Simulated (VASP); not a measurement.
# Ta6F in VASP: single point with LDA

Aim: the single point of Ta6F with LDA.

All numbers are computed with VASP 6.6.1; they aren't measurements. Logs are shortened: lines on timing, memory, paths and dates and some standing lists are left out, and cuts for length are marked.

### Step 1. The cell of the first run

The cell holds a slab with vacuum, 7 atoms: a = 4.600 Å, b = 4.600 Å, c = 21.402 Å, α = 90.00°, β = 90.00°, γ = 120.00°.

### Step 2. Single point, LDA, collinear spin

INCAR reads:

```
ALGO = Fast
DIPOL = 0.5 0.5 0.326
EDIFF = 1E-6
ENCUT = 520
GGA = CA
IDIPOL = 3
ISIF = 2
ISMEAR = 0
ISPIN = 2
LASPH = True
LCHARG = True
LDIPOL = True
LELF = True
LMAXMIX = 4
LORBIT = 11
LREAL = False
LVACPOTAV = True
LVHAR = True
LWAVE = False
MAGMOM = 0 0 0 0 0 0 1
NBANDS = 50
NELM = 150
PREC = Accurate
SIGMA = 0.1
```

KPOINTS reads:

```
k-points
0
Gamma
  6 6 1
```

POSCAR reads:

```
Ta6F
1.0
    4.6002247516      0.0000000000      0.0000000000
   -2.3001123758      3.9839114980      0.0000000000
    0.0000000000      0.0000000000     21.4017722141
Ta F
6 1
Direct
    0.6666666667      0.3333333333      0.1869004099
    0.3333333333      0.6666666667      0.2307760729
    0.0000000000      0.0000000000      0.2746517360
    0.6666666667      0.3333333333      0.3157775353
    0.3333333333      0.6666666667      0.3543568624
    0.0000000000      0.0000000000      0.3925736677
    0.1111111111     -0.1111111111      0.5248057078
```

Potentials or basis: VASP PAW LDA potentials, release 64 (Ta_pv, F).

Run with:

```sh
> cat potpaw_LDA.64/Ta_pv/POTCAR potpaw_LDA.64/F/POTCAR > POTCAR
> mpirun -np 1 vasp_std > vasp.out
```

OUTCAR:

```text
EDIFF = 1E-6
   ENCUT = 520
   GGA = CA
   ISIF = 2
   ISMEAR = 0
   ISPIN = 2
   LASPH = True
   LORBIT = 11
   LREAL = False
   NELM = 150
   PREC = Accurate

 ion  position               nearest neighbor table
   1  0.667  0.333  0.187-   4 2.76   2 2.82   2 2.82   2 2.82   3 3.25   3 3.25   3 3.25
   2  0.333  0.667  0.231-   5 2.64   1 2.82   1 2.82   3 2.82   1 2.82   3 2.82   3 2.82   4 3.22
                             4 3.22   4 3.22
   3  0.000  0.000  0.275-   6 2.52   4 2.80   4 2.80   4 2.80   2 2.82   2 2.82   2 2.82   5 3.16
                             5 3.16   5 3.16   1 3.25   1 3.25   1 3.25
   4  0.667  0.333  0.316-   1 2.76   5 2.78   5 2.78   5 2.78   3 2.80   3 2.80   3 2.80   6 3.12
                             6 3.12   6 3.12   2 3.22   2 3.22   2 3.22
   5  0.333  0.667  0.354-   2 2.64   6 2.78   6 2.78   6 2.78   4 2.78   4 2.78   4 2.78   3 3.16
                             3 3.16   3 3.16
   6  0.000  0.000  0.393-   3 2.52   5 2.78   5 2.78   5 2.78   4 3.12   4 3.12   4 3.12
   7  0.111  0.889  0.525-

  LATTYP: Found a hexagonal cell.
 ALAT       =     4.6002247516
 C/A-ratio  =     4.6523318685

  Lattice vectors:

 A1 = (   4.6002247516,   0.0000000000,   0.0000000000)
 A2 = (  -2.3001123758,   3.9839114980,   0.0000000000)
 A3 = (   0.0000000000,   0.0000000000,  21.4017722141)

Analysis of symmetry for initial positions (statically):
=====================================================================
 Subroutine PRICEL returns:
 Original cell was already a primitive cell.

 Routine SETGRP: Setting up the symmetry group for a
 hexagonal supercell.

 Subroutine GETGRP returns: Found  2 space group operations
 (whereof  2 operations were pure point group operations)
 out of a pool of 24 trial point group operations.

The static configuration has the point symmetry C_1h.

Analysis of symmetry for dynamics (positions and initial velocities):
=====================================================================
 Subroutine PRICEL returns:
 Original cell was already a primitive cell.

 Routine SETGRP: Setting up the symmetry group for a
 hexagonal supercell.

 Subroutine GETGRP returns: Found  2 space group operations
 (whereof  2 operations were pure point group operations)
 out of a pool of 24 trial point group operations.

The dynamic configuration has the point symmetry C_1h.

Analysis of structural, dynamic, and magnetic symmetry:
=====================================================================
[... 155 lines left out ...]
  ---------------------------------------------------
  ext. energy  EPLUGINS =         0.00000000
  ---------------------------------------------------
  free energy    TOTEN  =       -72.56110269 eV

  energy without entropy =      -72.50517186  energy(sigma->0) =      -72.53313727

 E-fermi :  -3.1715     XC(G=0):  -4.8969

 val. band max:       -3.1782858377   @ k =  -0.1667   0.3333   0.0000
 cond. band min:      -3.1712892136   @ k =   0.1667   0.1667   0.0000
 fundamental gap:      0.0069966240
 Fermi energy:        -3.1714875560

 spin component 1

 k-point     1 :       0.0000    0.0000    0.0000
  band No.  band energies     occupation
      1     -37.6847      1.00000
      2     -37.5644      1.00000
      3     -37.3198      1.00000
      4     -37.3176      1.00000
      5     -37.2829      1.00000
      6     -37.2797      1.00000
[... 652 lines left out ...]
     47      -0.4841      0.00000
     48      -0.0674      0.00000
 Fermi energy:        -3.1714875560

 spin component 2

 k-point     1 :       0.0000    0.0000    0.0000
  band No.  band energies     occupation
      1     -37.6902      1.00000
      2     -37.5661      1.00000
      3     -37.3171      1.00000
      4     -37.3140      1.00000
      5     -37.2859      1.00000
      6     -37.2823      1.00000
[... 652 lines left out ...]
     47      -0.4831      0.00000
     48      -0.0647      0.00000
 [bands above 48 left out]

------------------------ aborting loop because EDIFF is reached ----------------------------------------

  FORCE on cell =-STRESS in cart. coord.  units (eV):
  Direction    XX          YY          ZZ          XY          YZ          ZX
  --------------------------------------------------------------------------------------
  -------------------------------------------------------------------------------------
  Total       -4.9530150     -4.6805001     -8.8301573      0.2360048      0.5777842     -1.0007515
  in kB      -20.2321369    -19.1189647    -36.0695358      0.9640354      2.3601399     -4.0878821
  external PRESSURE =     -25.1402125 kB  Pullay stress =       0.0000000 kB

 VOLUME and BASIS-vectors are now :
 -----------------------------------------------------------------------------
  energy-cutoff  :      520.00
  volume of cell :      392.23
      direct lattice vectors                 reciprocal lattice vectors
     4.600224752  0.000000000  0.000000000     0.217380683  0.125504796  0.000000000
    -2.300112376  3.983911498  0.000000000     0.000000000  0.251009592  0.000000000
     0.000000000  0.000000000 21.401772214     0.000000000  0.000000000  0.046725102

 POSITION                                       TOTAL-FORCE (eV/Angst)
 -----------------------------------------------------------------------------------
      2.30011      1.32797      4.00000        -0.006190      0.003574      2.208327
     -0.00000      2.65594      4.93902        -0.012351      0.007131     -0.464818
      0.00000      0.00000      5.87803         0.003136     -0.001810     -2.541218
      2.30011      1.32797      6.75820        -0.048609      0.028064     -0.088454
     -0.00000      2.65594      7.58386        -0.075449      0.043561      0.167964
      0.00000      0.00000      8.40177         0.565087     -0.326253      3.250576
     -1.53341      3.54125     11.23177        -0.425624      0.245734     -2.532378
 -----------------------------------------------------------------------------------
    total drift:                               -0.000242      0.000139     -0.001538

  FREE ENERGIE OF THE ION-ELECTRON SYSTEM (eV)
  ---------------------------------------------------
  free  energy   TOTEN  =       -72.5611026903 eV

  energy  without entropy=      -72.5051718555  energy(sigma->0) =      -72.53313727

 vacuum level on the upper side and lower side of the slab         6.948         0.589

 total charge

# of ion       s       p       d       tot
------------------------------------------
    1        0.395   6.013   2.424   8.832
    2        0.402   6.112   2.555   9.068
    3        0.392   6.174   2.504   9.070
    4        0.381   6.184   2.452   9.016
    5        0.410   6.124   2.575   9.108
    6        0.401   6.048   2.432   8.880
    7        1.740   4.128   0.000   5.867
--------------------------------------------------
tot          4.119  40.781  14.941  59.842

 magnetization (x)

# of ion       s       p       d       tot
------------------------------------------
    1        0.000   0.000   0.004   0.005
    2        0.000   0.001   0.004   0.005
    3        0.000   0.000   0.002   0.002
    4       -0.000   0.000   0.001   0.001
    5        0.000  -0.001   0.000  -0.000
    6       -0.000  -0.001  -0.011  -0.012
    7        0.001   0.218   0.000   0.219
--------------------------------------------------
tot          0.001   0.218   0.001   0.220
```

OSZICAR:

```text
N       E                     dE             d eps       ncg     rms          rms(c)
DAV:   1     0.570490448201E+03    0.57049E+03   -0.39749E+04  3288   0.124E+03
DAV:   2    -0.465495553689E+02   -0.61704E+03   -0.60076E+03  3148   0.329E+02
DAV:   3    -0.805885915696E+02   -0.34039E+02   -0.32982E+02  3088   0.685E+01
[... 13 lines left out ...]
RMM:  68    -0.725610957763E+02   -0.93783E-05   -0.97599E-06  2347   0.566E-03    0.351E-02
RMM:  69    -0.725610978127E+02   -0.20364E-05   -0.29122E-06  2115   0.294E-03    0.298E-03
RMM:  70    -0.725611006893E+02   -0.28766E-05   -0.70447E-07  1540   0.204E-03    0.761E-03
RMM:  71    -0.725611019927E+02   -0.13034E-05   -0.69687E-07  1524   0.190E-03    0.197E-03
RMM:  72    -0.725611026903E+02   -0.69760E-06   -0.22083E-07  1226   0.129E-03
   1 F= -.72561103E+02 E0= -.72533137E+02  d E =-.559308E-01  mag=     0.2405
```

stdout:

```text
POSCAR found type information on POSCAR TaF
 POSCAR found :  2 types and       7 ions
 scaLAPACK will be used
 LDA part: xc-table for (Slater(with rela. corr.)+CA(PZ))
 , standard interpolation
 POSCAR, INCAR and KPOINTS ok, starting setup
 FFT: planning ... GRIDC
 FFT: planning ... GRID_SOFT
 FFT: planning ... GRID
 WAVECAR not read
 entering main loop
WARNING in EDDRMM: call to ZHEGV failed, returncode =   8  4     49
 -----------------------------------------------------------------------------
|                                                                             |
|           W    W    AA    RRRRR   N    N  II  N    N   GGGG   !!!           |
|           W    W   A  A   R    R  NN   N  II  NN   N  G    G  !!!           |
|           W    W  A    A  R    R  N N  N  II  N N  N  G       !!!           |
|           W WW W  AAAAAA  RRRRR   N  N N  II  N  N N  G  GGG   !            |
|           WW  WW  A    A  R   R   N   NN  II  N   NN  G    G                |
|           W    W  A    A  R    R  N    N  II  N    N   GGGG   !!!           |
|                                                                             |
|     Did not find any points to average over, which means that no vacuum     |
|     field-free region was found. Please increase the size of  your cell     |
|     in the dimension of the dipole correction to obtain accurate            |
|     workfunction values.                                                    |
|                                                                             |
 -----------------------------------------------------------------------------
```

Run time: 83 min. Hardware: 1 thread of Oxide Virtual Turin-like, shared host; peak memory 0.61 GiB.

Results:

```
Free energy                                           : -72.5611 eV
Largest force                                         : 3.315 eV/Å
Net moment                                            : 0.24 μB per cell
Site moments                                          : Ta +0.01, +0.00, -0.00, -0.01 (each value once); F +0.22 μB
Valence electrons inside the program's atomic spheres : Ta 8.83, 9.07, 9.02, 9.11, 8.88 (each value once); F 5.87
```

Forces in eV/Å, atoms in the order of the input:
```
Ta  -0.006  0.004  2.208
Ta  -0.012  0.007 -0.465
Ta   0.003 -0.002 -2.541
Ta  -0.049  0.028 -0.088
Ta  -0.075  0.044  0.168
Ta   0.565 -0.326  3.251
F   -0.426  0.246 -2.532
```

Caveat: spin-orbit coupling is left out, which moves the levels of the heavy elements.
